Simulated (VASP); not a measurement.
Runs of VASP 6.6.1 on SnTe. The structure is that of space group Fm-3m (No. 225), or close to it. The cells are those of the table. 

```tsv
task	cell	k mesh	cutoff (eV)	smearing	gap on the mesh (eV)	pressure (GPa)
single point	a = 4.448 Å, angles 60.0°, 2 atoms	10 × 10 × 10	520	gaussian 0.05 eV	0.11	(a)
single point	a = 4.329 Å, angles 60.0°, 2 atoms	10 × 10 × 10	520	gaussian 0.05 eV	0.27	(b)
single point	a = 4.314 Å, angles 60.0°, 2 atoms	10 × 10 × 10	520	gaussian 0.05 eV	0.25	8.3
single point	a = 4.464 Å, angles 60.0°, 2 atoms	6 × 6 × 6	500	gaussian 0.1 eV	0.08	2.0
single point	a = 4.534 Å, angles 60.0°, 2 atoms	10 × 10 × 10	520	gaussian 0.01 eV	0.05	-0.1
single point	a = 4.508 Å, angles 60.0°, 2 atoms	10 × 10 × 10	520	gaussian 0.05 eV	-	0.6
single point	a = 4.439 Å, angles 60.0°, 2 atoms	10 × 10 × 10	520	gaussian 0.05 eV	0.13	2.8
relaxation of cell and atoms	relaxed from a = 4.464 Å, angles 60.0°, 2 atoms	10 × 10 × 10	600	gaussian 0.01 eV	0.05	0.0
```

Alike in all rows: level PBE; potentials or basis VASP PAW PBE potentials, release 64 (Sn_d, Te); no spin polarisation.

**Question.** Fill in the values left out.

**Answer.** (a) 2.5; (b) 7.6.

Caveats: spin-orbit coupling is left out, which moves the levels of the heavy elements.

A k mesh can miss the band edges, and the runs leave out spin-orbit coupling on Sn, Te.
